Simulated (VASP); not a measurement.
# VBiO4 (Dreyerite) (I4_1/amd) in VASP: single point with PBE

Aim: the single point of VBiO4 (Dreyerite) with PBE.

Everything below comes from runs of VASP 6.6.1. Logs are shortened: lines on timing, memory, paths and dates and some standing lists are left out, and cuts for length are marked.

## 1. The cell of the first run

It takes space group I4_1/amd (No. 141, tetragonal). Conventional cell: a = 7.399 Å, b = 7.399 Å, c = 6.473 Å, α = 90.00°, β = 90.00°, γ = 90.00°. Within 2.3 Å of V (site symmetry -4m2) lie 4 O at 1.73 Å. Bi (site symmetry -4m2) has 8 O at 2.42 to 2.52 Å within 3.2 Å. Within 2.3 Å of O (site symmetry m) lie 1 V at 1.73 Å.

## 2. Single point, PBE

Input file INCAR:

```
SYSTEM = VBiO4
PREC = Accurate ; ENCUT = 520
EDIFF = 1E-6 ; ISMEAR = 0
SIGMA = 0.02 ; LREAL = .FALSE.
LASPH = .TRUE. ; NELM = 80
ALGO = Normal ; ISIF = 2
LWAVE = .FALSE. ; LCHARG = .FALSE.
GGA = PE ; NBANDS = 64
```

Input file KPOINTS:

```
Automatic mesh
0
G
  6 6 6
  0 0 0
```

Input file POSCAR:

```
VBiO4
1.0
   -3.6994578176      3.6994578176      3.2364279061
    3.6994578176     -3.6994578176      3.2364279061
    3.6994578176      3.6994578176     -3.2364279061
V Bi O
2 2 8
Direct
    0.5000000000      0.5000000000      0.0000000000
    0.2500000000      0.7500000000      0.5000000000
    0.7500000000      0.2500000000      0.5000000000
    0.0000000000      0.0000000000      0.0000000000
    0.1505439655      0.3308813701      0.8196625954
    0.0808813701      0.7612187748      0.6803374046
    0.5112187748      0.3308813701      0.1803374046
    0.0808813701      0.4005439655      0.3196625954
    0.5994560345      0.9191186299      0.6803374046
    0.6691186299      0.8494560345      0.1803374046
    0.2387812252      0.9191186299      0.3196625954
    0.6691186299      0.4887812252      0.8196625954
```

Potentials or basis: VASP PAW PBE potentials, release 64 (V_sv, Bi_d, O).

Run with:

```sh
$ cat potpaw_PBE.64/V_sv/POTCAR potpaw_PBE.64/Bi_d/POTCAR potpaw_PBE.64/O/POTCAR > POTCAR
$ mpirun -np 1 vasp_std > vasp.out
```

OUTCAR:

```text
SYSTEM = VBiO4
   PREC = Accurate
   ENCUT = 520
   EDIFF = 1E-6
   ISMEAR = 0
   LREAL = .FALSE.
   LASPH = .TRUE.
   NELM = 80
   ISIF = 2
   GGA = PE

 ion  position               nearest neighbor table
   1  0.500  0.500  0.000-   5 1.73  10 1.73   7 1.73  12 1.73   4 3.24   4 3.24
   2  0.250  0.750  0.500-   8 1.73   9 1.73   6 1.73  11 1.73   3 3.24   3 3.24
   3  0.750  0.250  0.500-   7 2.42  12 2.42  10 2.42   5 2.42   8 2.52   9 2.52   6 2.52  11 2.52
                             2 3.24   2 3.24
   4  0.000  0.000  0.000-   6 2.42  11 2.42   9 2.42   8 2.42  10 2.52   5 2.52   7 2.52  12 2.52
                             1 3.24   1 3.24
   5  0.151  0.331  0.820-   1 1.73   3 2.42   4 2.52
   6  0.081  0.761  0.680-   2 1.73   4 2.42   3 2.52
   7  0.511  0.331  0.180-   1 1.73   3 2.42   4 2.52
   8  0.081  0.401  0.320-   2 1.73   4 2.42   3 2.52
   9  0.599  0.919  0.680-   2 1.73   4 2.42   3 2.52
  10  0.669  0.849  0.180-   1 1.73   3 2.42   4 2.52
  11  0.239  0.919  0.320-   2 1.73   4 2.42   3 2.52
  12  0.669  0.489  0.820-   1 1.73   3 2.42   4 2.52

  LATTYP: Found a body centered tetragonal cell.
 ALAT       =     7.3989156352
 C/A-ratio  =     0.8748384400

  Lattice vectors:

 A1 = (  -3.6994578176,   3.6994578176,   3.2364279061)
 A2 = (   3.6994578176,  -3.6994578176,   3.2364279061)
 A3 = (   3.6994578176,   3.6994578176,  -3.2364279061)

Analysis of symmetry for initial positions (statically):
=====================================================================
 Subroutine PRICEL returns:
 Original cell was already a primitive cell.

 Routine SETGRP: Setting up the symmetry group for a
 body centered tetragonal supercell.

 Subroutine GETGRP returns: Found 16 space group operations
 (whereof  8 operations were pure point group operations)
 out of a pool of 16 trial point group operations.

The static configuration has the point symmetry D_2d.
 The point group associated with its full space group is D_4h.

Analysis of symmetry for dynamics (positions and initial velocities):
=====================================================================
 Subroutine PRICEL returns:
 Original cell was already a primitive cell.

 Routine SETGRP: Setting up the symmetry group for a
 body centered tetragonal supercell.

 Subroutine GETGRP returns: Found 16 space group operations
 (whereof  8 operations were pure point group operations)
 out of a pool of 16 trial point group operations.

[... 127 lines left out ...]
   ISIF   =      2    stress and relaxation
   ISYM   =      2    0-nonsym 1-usesym 2-fastsym
   POTIM  = 0.5000    time-step for ionic-motion
   TEBEG  =    0.0;   TEEND  =   0.0 temperature during run
   PSTRESS=    0.0 pullay stress
   NELECT =     104.0000    total number of electrons
   NUPDOWN=      -1.0000    fix difference up-down
   EMIN   =  10.00;   EMAX   =-10.00  energy-range for DOS
   EFERMI =   0.00;   METHOD = LEGACY
   ISMEAR =     0;   SIGMA  =   0.02  broadening in eV -4-tet -1-fermi 0-gaus
   EFERMI_NEDOS =   21; number of points for ismear=-14 and -15
   IALGO  =     38    algorithm
   IMIX   =      4    mixing-type and parameters
     AMIX     =   0.40;   BMIX     =  1.00
     AMIX_MAG =   1.60;   BMIX_MAG =  1.00
  volume/ion in A,a.u.               =      14.76        99.64
  Fermi-wavevector in a.u.,A,eV,Ry     =   1.370730  2.590304 25.563996  1.878901
  Thomas-Fermi vector in A             =   2.496490
   LORBIT       =      0    0 simple, 1 ext, 2 COOP (PROOUT), +10 PAW based schemes
   GGA     = PE    functional components
   LHFCALC =     F    Hartree Fock is set to
   AEXX    =    0.0000 exact exchange contribution
   IVDW    =     0    specifies the selected vdW correction
   LEPSILON=     F    determine dielectric tensor
   LRPA    =     F    only Hartree local field effects (RPA)
 non-spin polarized calculation
 Gauss-broadening in eV      SIGMA  =   0.02
  energy-cutoff  :      520.00
  volume of cell :      177.17
 maximum number of plane-waves:      4793
 NGX is ok and might be reduce to    48
   NGX = 23   NGY = 23   NGZ = 23

 number of electron     103.9999996 magnetization

 Free energy of the ion-electron system (eV)
  ---------------------------------------------------
  ext. energy  EPLUGINS =         0.00000000
  ---------------------------------------------------
  free energy    TOTEN  =       -89.30739433 eV

  energy without entropy =      -89.30739433  energy(sigma->0) =      -89.30739433

 E-fermi :   2.9460     XC(G=0):  -9.9284

 val. band max:        2.7896477034   @ k =  -0.3333  -0.3333   0.3333
 cond. band min:       5.4774750036   @ k =  -0.3333  -0.3333   0.3333
 fundamental gap:      2.6878273002
 Fermi energy:         2.9460341155

 k-point     1 :       0.0000    0.0000    0.0000
  band No.  band energies     occupation
      1     -61.0387      2.00000
      2     -61.0384      2.00000
      3     -35.0856      2.00000
      4     -35.0856      2.00000
      5     -34.9430      2.00000
      6     -34.9430      2.00000
[... 1597 lines left out ...]
     63       7.6829      0.00000
     64       9.4551      0.00000

 [... further k-points ...]
[... 5 lines left out ...]
  --------------------------------------------------------------------------------------
  -------------------------------------------------------------------------------------
  Total        0.4544833      0.4544833      0.7434025      0.0000000      0.0000000      0.0000000
  in kB        4.1098544      4.1098544      6.7225264      0.0000000      0.0000000      0.0000000
  external PRESSURE =       4.9807450 kB  Pullay stress =       0.0000000 kB

 VOLUME and BASIS-vectors are now :
 -----------------------------------------------------------------------------
  energy-cutoff  :      520.00
  volume of cell :      177.17
      direct lattice vectors                 reciprocal lattice vectors
    -3.699457818  3.699457818  3.236427906     0.000000000  0.135154940  0.154491314
     3.699457818 -3.699457818  3.236427906     0.135154940  0.000000000  0.154491314
     3.699457818  3.699457818 -3.236427906     0.135154940  0.135154940  0.000000000

 POSITION                                       TOTAL-FORCE (eV/Angst)
 -----------------------------------------------------------------------------------
      0.00000      0.00000      3.23643        -0.000000      0.000000      0.000000
      3.69946     -0.00000      1.61821        -0.000000      0.000000      0.000000
     -0.00000      3.69946      1.61821        -0.000000      0.000000      0.000000
      0.00000      0.00000      0.00000        -0.000000      0.000000      0.000000
      3.69946      2.36516     -1.09468        -0.000000     -0.112998     -0.083803
      5.03376     -0.00000      0.52353         0.112998      0.000000     -0.083803
     -0.00000      1.33430      2.14175        -0.000000      0.112998     -0.083803
      2.36516      0.00000      0.52353        -0.112998      0.000000     -0.083803
      3.69946      1.33430      2.71289        -0.000000      0.112998      0.083803
      1.33430      0.00000      4.33111         0.112998      0.000000      0.083803
      3.69946     -1.33430      2.71289        -0.000000     -0.112998      0.083803
      2.36516      3.69946      1.09468        -0.112998      0.000000      0.083803
 -----------------------------------------------------------------------------------
    total drift:                                0.000000     -0.000000      0.000000

  FREE ENERGIE OF THE ION-ELECTRON SYSTEM (eV)
  ---------------------------------------------------
  free  energy   TOTEN  =       -89.3073943304 eV

  energy  without entropy=      -89.3073943304  energy(sigma->0) =      -89.30739433
```

Run time: 6.4 min. Hardware: 1 thread of Intel Xeon Platinum 8488C (Sapphire Rapids), shared host; peak memory 0.47 GiB.

What came out:

```yaml
Free_energy: -89.3074 eV
Pressure: 0.5 GPa
Largest_force: 0.141 eV/Å
Band_gap_on_the_k_mesh: 2.69 eV, direct
```

Forces on the atoms (eV/Å):
```
V    0.000  0.000  0.000
V    0.000  0.000  0.000
Bi   0.000  0.000  0.000
Bi   0.000  0.000  0.000
O    0.000 -0.113 -0.084
O    0.113  0.000 -0.084
O    0.000  0.113 -0.084
O   -0.113  0.000 -0.084
O    0.000  0.113  0.084
O    0.113  0.000  0.084
O    0.000 -0.113  0.084
O   -0.113  0.000  0.084
```

Stress tensor (GPa, compression positive):
```
0.41 0.00 0.00
0.00 0.41 0.00
0.00 0.00 0.67
```

Levels at points of the mesh, in eV from the valence-band top:
```csv
k point,band 48,band 49,band 50,band 51,band 52,band 53,band 54,band 55,band 56,band 57
"(0.00, 0.00, 0.00)",-0.81,-0.68,-0.54,-0.54,-0.30,3.11,3.63,3.67,3.78,4.02
"(0.50, 0.00, 0.00)",-0.98,-0.83,-0.68,-0.42,-0.12,2.74,3.21,3.35,3.50,4.17
"(0.50, 0.50, 0.00)",-1.09,-0.62,-0.62,-0.51,-0.51,3.27,3.27,3.57,3.57,4.05
"(0.50, 0.50, 0.50)",-0.92,-0.80,-0.80,-0.74,-0.74,3.47,3.47,3.56,3.56,3.63
```

Caveat: spin-orbit coupling is left out, which moves the levels of the heavy elements. A k mesh can miss the band edges.
